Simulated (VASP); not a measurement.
# TePb (Pm-3m) in VASP: notebook

Runs on TePb. Level: PBEsol. Tasks: single point.

All numbers are computed with VASP 6.6.1; they aren't measurements. Logs are shortened: lines on timing, memory, paths and dates and some standing lists are left out, and cuts for length are marked.

## 1. The cell of the first run

The structure is cubic, space group Pm-3m (No. 221). Conventional cell: a = 3.376 Å, b = 3.376 Å, c = 3.376 Å, α = 90.00°, β = 90.00°, γ = 90.00°. Te (site symmetry m-3m) has 8 Pb at 2.92 Å and 6 Te at 3.38 Å within 3.9 Å. Within 3.9 Å of Pb (site symmetry m-3m) lie 8 Te at 2.92 Å and 6 Pb at 3.38 Å.

## 2. Single point, PBEsol (volume scaled by 0.6)

File INCAR:

```
ALGO = Normal
EDIFF = 1E-6
ENCUT = 500
GGA = PS
GGA_COMPAT = F
ISIF = 2
ISMEAR = -1
LASPH = T
LCHARG = F
LREAL = F
LWAVE = F
NBANDS = 17
NELM = 120
PREC = Accurate
SIGMA = 0.05
```

File KPOINTS:

```
k-points
0
Gamma
  9 9 9
```

File POSCAR:

```
TePb
1.0
    3.3756595917      0.0000000000      0.0000000000
    0.0000000000      3.3756595917      0.0000000000
    0.0000000000      0.0000000000      3.3756595917
Te Pb
1 1
Direct
    0.5000000000      0.5000000000      0.5000000000
    0.0000000000      0.0000000000      0.0000000000
```

Potentials or basis: VASP PAW PBE potentials, release 64 (Te, Pb_d).

Launch:

```
$ cat potpaw_PBE.64/Te/POTCAR potpaw_PBE.64/Pb_d/POTCAR > POTCAR
$ mpirun -np 1 vasp_std > vasp.out
```

OUTCAR:

```text
EDIFF = 1E-6
   ENCUT = 500
   GGA = PS
   ISIF = 2
   ISMEAR = -1
   LASPH = T
   LREAL = F
   NELM = 120
   PREC = Accurate

 ion  position               nearest neighbor table
   1  0.500  0.500  0.500-   2 2.92   2 2.92   2 2.92   2 2.92   2 2.92   2 2.92   2 2.92   2 2.92

   2  0.000  0.000  0.000-   1 2.92   1 2.92   1 2.92   1 2.92   1 2.92   1 2.92   1 2.92   1 2.92

  LATTYP: Found a simple cubic cell.
 ALAT       =     3.3756595917

  Lattice vectors:

 A1 = (   3.3756595917,   0.0000000000,   0.0000000000)
 A2 = (   0.0000000000,   3.3756595917,   0.0000000000)
 A3 = (   0.0000000000,   0.0000000000,   3.3756595917)

Analysis of symmetry for initial positions (statically):
=====================================================================
 Subroutine PRICEL returns:
 Original cell was already a primitive cell.

 Routine SETGRP: Setting up the symmetry group for a
 simple cubic supercell.

 Subroutine GETGRP returns: Found 48 space group operations
 (whereof 48 operations were pure point group operations)
 out of a pool of 48 trial point group operations.

The static configuration has the point symmetry O_h .

Analysis of symmetry for dynamics (positions and initial velocities):
=====================================================================
 Subroutine PRICEL returns:
 Original cell was already a primitive cell.

 Routine SETGRP: Setting up the symmetry group for a
 simple cubic supercell.

 Subroutine GETGRP returns: Found 48 space group operations
 (whereof 48 operations were pure point group operations)
 out of a pool of 48 trial point group operations.

The dynamic configuration has the point symmetry O_h .

 Subroutine INISYM returns: Found 48 space group operations
 (whereof 48 operations are pure point group operations),
 and found     1 'primitive' translations

----------------------------------------------------------------------------------------

                                     Primitive cell

  volume of cell :      38.4659

  direct lattice vectors                    reciprocal lattice vectors
     3.375659592  0.000000000  0.000000000     0.296238401  0.000000000  0.000000000
     0.000000000  3.375659592  0.000000000     0.000000000  0.296238401  0.000000000
     0.000000000  0.000000000  3.375659592     0.000000000  0.000000000  0.296238401

  length of vectors
     3.375659592  3.375659592  3.375659592     0.296238401  0.296238401  0.296238401

  position of ions in fractional coordinates (direct lattice)
     0.500000000  0.500000000  0.500000000
     0.000000000  0.000000000  0.000000000

  ion indices of the primitive-cell ions
   primitive index   ion index
                 1           1
                 2           2

----------------------------------------------------------------------------------------

 KPOINTS: k-points

Automatic generation of k-mesh.
 Grid dimensions read from file:
 generate k-points for:    9    9    9

 Generating k-lattice:

  Cartesian coordinates                     Fractional coordinates (reciprocal lattice)
     0.032915378  0.000000000  0.000000000     0.111111111  0.000000000  0.000000000
     0.000000000  0.032915378  0.000000000     0.000000000  0.111111111  0.000000000
     0.000000000  0.000000000  0.032915378     0.000000000  0.000000000  0.111111111

  Length of vectors
     0.032915378  0.032915378  0.032915378

  Shift w.r.t. Gamma in fractional coordinates (k-lattice)
     0.000000000  0.000000000  0.000000000

 Subroutine IBZKPT returns following result:
 ===========================================

 Found     35 irreducible k-points:

 Following reciprocal coordinates:
            Coordinates               Weight
  0.000000  0.000000  0.000000      1.000000
  0.111111  0.000000  0.000000      6.000000
  0.222222  0.000000  0.000000      6.000000
  0.333333  0.000000  0.000000      6.000000
  0.444444  0.000000  0.000000      6.000000
  0.111111  0.111111  0.000000     12.000000
[... 16 lines left out ...]
  0.333333  0.333333  0.111111     24.000000
  0.444444  0.333333  0.111111     48.000000
 [... further k-points ...]
   k-points           NKPTS =     35   k-points in BZ     NKDIM =     35   number of bands    NBANDS=     17
   number of dos      NEDOS =    301   number of ions     NIONS =      2
   total plane-waves  NPLWV =  21952
   dimension x,y,z NGX =    28 NGY =   28 NGZ =   28
   dimension x,y,z NGXF=    56 NGYF=   56 NGZF=   56
   ions per type =               1   1
   NGX,Y,Z   is equivalent  to a cutoff of  13.79, 13.79, 13.79 a.u.
   NGXF,Y,Z  is equivalent  to a cutoff of  27.58, 27.58, 27.58 a.u.
 SYSTEM =  unknown system
   PREC   = accura    normal or accurate (medium, high low for compatibility)
   ISTART =      0    job   : 0-new  1-cont  2-samecut
   ICHARG =      2    charge: 1-file 2-atom 10-const
   ISPIN  =      1    spin polarized calculation?
   LNONCOLLINEAR =      F non collinear calculations
   LSORBIT =      F    spin-orbit coupling
   LASPH  =      T    aspherical Exc in radial PAW
   ENCUT  =  500.0 eV  36.75 Ry    6.06 a.u.   6.15  6.15  6.15*2*pi/ulx,y,z
   NELM   =    120;   NELMIN=  2; NELMDL= -5     # of ELM steps
   EDIFF  = 0.1E-05   stopping-criterion for ELM
   LREAL  =      F    real-space projection
   EDIFFG = 0.1E-04   stopping-criterion for IOM
   NSW    =      0    number of steps for IOM
   IBRION =     -1    ionic relax: 0-MD 1-quasi-New 2-CG
   NFREE  =      0    steps in history (QN), initial steepest desc. (CG)
   ISIF   =      2    stress and relaxation
   ISYM   =      2    0-nonsym 1-usesym 2-fastsym
   POTIM  = 0.5000    time-step for ionic-motion
   TEBEG  =    0.0;   TEEND  =   0.0 temperature during run
   PSTRESS=    0.0 pullay stress
   NELECT =      20.0000    total number of electrons
   NUPDOWN=      -1.0000    fix difference up-down
   EMIN   =  10.00;   EMAX   =-10.00  energy-range for DOS
   EFERMI =   0.00;   METHOD = LEGACY
   ISMEAR =    -1;   SIGMA  =   0.05  broadening in eV -4-tet -1-fermi 0-gaus
   EFERMI_NEDOS =   21; number of points for ismear=-14 and -15
   IALGO  =     38    algorithm
   IMIX   =      4    mixing-type and parameters
     AMIX     =   0.40;   BMIX     =  1.00
     AMIX_MAG =   1.60;   BMIX_MAG =  1.00
  volume/ion in A,a.u.               =      19.23       129.79
  Fermi-wavevector in a.u.,A,eV,Ry     =   1.316415  2.487664 23.578198  1.732949
  Thomas-Fermi vector in A             =   2.446529
   LORBIT       =      0    0 simple, 1 ext, 2 COOP (PROOUT), +10 PAW based schemes
   GGA     = PS    functional components
   LHFCALC =     F    Hartree Fock is set to
   AEXX    =    0.0000 exact exchange contribution
   IVDW    =     0    specifies the selected vdW correction
   LEPSILON=     F    determine dielectric tensor
   LRPA    =     F    only Hartree local field effects (RPA)
 non-spin polarized calculation
  energy-cutoff  :      500.00
  volume of cell :       38.47
 maximum number of plane-waves:       988
 NGX is ok and might be reduce to    28
   NGX = 13   NGY = 13   NGZ = 13

 number of electron      20.0000006 magnetization

 Free energy of the ion-electron system (eV)
  ---------------------------------------------------
  ext. energy  EPLUGINS =         0.00000000
  ---------------------------------------------------
  free energy    TOTEN  =        -5.33234593 eV

  energy without entropy =       -5.32639741  energy(sigma->0) =       -5.32937167

 E-fermi :  13.7940     XC(G=0): -12.3471

 val. band max:       13.7493583850   @ k =   0.3333   0.3333   0.3333
 cond. band min:      13.8100717515   @ k =   0.4444   0.2222   0.0000
 fundamental gap:      0.0607133665
 Fermi energy:        13.7939817285

 k-point     1 :       0.0000    0.0000    0.0000
  band No.  band energies     occupation
      1      -3.9716      2.00000
      2      -3.9716      2.00000
      3      -3.5514      2.00000
      4      -3.5514      2.00000
      5      -3.5514      2.00000
      6      -3.1093      2.00000
[... 9 lines left out ...]
     16      25.2340      0.00000
     17      25.2340      0.00000

 k-point     2 :       0.1111    0.0000    0.0000
  band No.  band energies     occupation
      1      -3.9681      2.00000
      2      -3.9337      2.00000
      3      -3.5740      2.00000
      4      -3.5740      2.00000
      5      -3.5507      2.00000
      6      -2.9325      2.00000
[... 9 lines left out ...]
     16      24.3778      0.00000
     17      25.1213      0.00000

 k-point     3 :       0.2222    0.0000    0.0000
  band No.  band energies     occupation
      1      -3.9592      2.00000
      2      -3.8440      2.00000
      3      -3.6302      2.00000
      4      -3.6302      2.00000
      5      -3.5486      2.00000
      6      -2.3980      2.00000
[... 9 lines left out ...]
     16      22.9623      0.00000
     17      25.6834      0.00000

 k-point     4 :       0.3333    0.0000    0.0000
  band No.  band energies     occupation
      1      -3.9489      2.00000
      2      -3.7476      2.00000
      3      -3.6928      2.00000
      4      -3.6928      2.00000
      5      -3.5463      2.00000
      6      -1.5258      2.00000
[... 9 lines left out ...]
     16      23.7579      0.00000
     17      26.7718      0.00000
[... 343 lines left out ...]
      1      -3.9514      2.00000
      2      -3.8109      2.00000
      3      -3.7525      2.00000
      4      -3.6314      2.00000
      5      -3.5538      2.00000
      6       0.5638      2.00000
[... 9 lines left out ...]
     16      24.0935      0.00000
     17      24.7482      0.00000

 k-point    23 :       0.3333    0.3333    0.1111
  band No.  band energies     occupation
      1      -4.0179      2.00000
      2      -3.7815      2.00000
      3      -3.7032      2.00000
      4      -3.6818      2.00000
      5      -3.5218      2.00000
      6       0.3770      2.00000
[... 9 lines left out ...]
     16      24.2744      0.00000
     17      24.9786      0.00000

 k-point    24 :       0.4444    0.3333    0.1111
  band No.  band energies     occupation
      1      -4.0901      2.00000
      2      -3.7620      2.00000
      3      -3.7293      2.00000
      4      -3.6794      2.00000
      5      -3.4462      2.00000
      6       1.4502      2.00000
[... 9 lines left out ...]
     16      24.7146      0.00000
     17      26.1588      0.00000

 [... further k-points ...]

------------------------ aborting loop because EDIFF is reached ----------------------------------------

  FORCE on cell =-STRESS in cart. coord.  units (eV):
  Direction    XX          YY          ZZ          XY          YZ          ZX
  --------------------------------------------------------------------------------------
  -------------------------------------------------------------------------------------
  Total       13.9665242     13.9665242     13.9665242      0.0000000      0.0000000     -0.0000000
  in kB      581.7320435    581.7320435    581.7320435      0.0000000      0.0000000     -0.0000000
  external PRESSURE =     581.7320435 kB  Pullay stress =       0.0000000 kB

 VOLUME and BASIS-vectors are now :
 -----------------------------------------------------------------------------
  energy-cutoff  :      500.00
  volume of cell :       38.47
      direct lattice vectors                 reciprocal lattice vectors
     3.375659592  0.000000000  0.000000000     0.296238401  0.000000000  0.000000000
     0.000000000  3.375659592  0.000000000     0.000000000  0.296238401  0.000000000
     0.000000000  0.000000000  3.375659592     0.000000000  0.000000000  0.296238401

 POSITION                                       TOTAL-FORCE (eV/Angst)
 -----------------------------------------------------------------------------------
      1.68783      1.68783      1.68783         0.000000      0.000000      0.000000
      0.00000      0.00000      0.00000         0.000000      0.000000      0.000000
 -----------------------------------------------------------------------------------
    total drift:                               -0.000000      0.000000     -0.000000

  FREE ENERGIE OF THE ION-ELECTRON SYSTEM (eV)
  ---------------------------------------------------
  free  energy   TOTEN  =        -5.3323459319 eV

  energy  without entropy=       -5.3263974129  energy(sigma->0) =       -5.32937167
```

Wall time 13 s (1 thread of AMD EPYC 9R45 (Zen 5), shared host); peak memory 0.14 GiB.

What came out:

- Free energy: -5.3323 eV
- Pressure: 58.2 GPa
- Band gap on the k mesh: zero (band 10 reaches 14.84 eV, above the bottom of band 11 at 11.19 eV)

Levels at points of the mesh, in eV from the Fermi level:
| k point | band 8 | band 9 | band 10 | band 11 | band 12 | band 13 |
| --- | --- | --- | --- | --- | --- | --- |
| (0.00, 0.00, 0.00) | -3.14 | -3.14 | -3.14 | 3.11 | 3.11 | 9.50 |

Caveat: the PAW data sets were made with another functional, which shifts forces and pressure a little; spin-orbit coupling is left out, which moves the levels of the heavy elements.

(Continued in part 2 of 2.)
